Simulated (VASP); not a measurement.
Sn4P:

```
Sn P
1.0
     4.90460    0.00000    0.00000
     0.00000    4.90460    0.00000
     0.00000    0.00000    4.90460
Sn P
4 1
Direct
  0.00000 0.50000 0.50000
  0.50000 0.50000 0.00000
  0.50000 0.00000 0.50000
  0.00000 0.00000 0.00000
  0.50000 0.50000 0.50000
```

| Property | Result |
| --- | --- |
| Program | VASP 6.6.1 |
| Task | relaxation of cell and atoms |
| Functional | PBE |
| Potentials or basis | VASP PAW PBE potentials, release 64 (Sn_d, P) |
| Cutoff | 600 eV |
| k mesh | 4 × 4 × 4 |
| Occupations | gaussian, width 0.1 eV |
| Spin | no spin polarisation |

At the start: pressure 12.6 GPa; volume 23.60 Å³/atom.

Q: Where does the relaxation end?

A: Over 3 steps the energy falls by 152.7 meV/atom and the volume is 28.23 Å³/atom (+19.7 %); space group Pm-3m (No. 221, to 0.05 Å).

Step by step:
```tsv
step	energy change (eV)	largest force (eV/Å)	pressure (GPa)	volume (Å³)
1	0.0000	0.0000	12.61	117.98
2	-0.6661	0.0000	-2.59	152.63
3	-0.7634	0.0000	0.09	141.17
```

Final structure:
```xyz
5
Lattice="5.2070 0.0000 0.0000 0.0000 5.2070 0.0000 0.0000 0.0000 5.2070" Properties=species:S:1:pos:R:3 pbc="T T T"
Sn    0.0000    2.6035    2.6035
Sn    2.6035    2.6035    0.0000
Sn    2.6035    0.0000    2.6035
Sn    0.0000    0.0000    0.0000
P     2.6035    2.6035    2.6035
```

Caveat: the volume moved by over 15 % at a fixed basis, so the end points are rough.
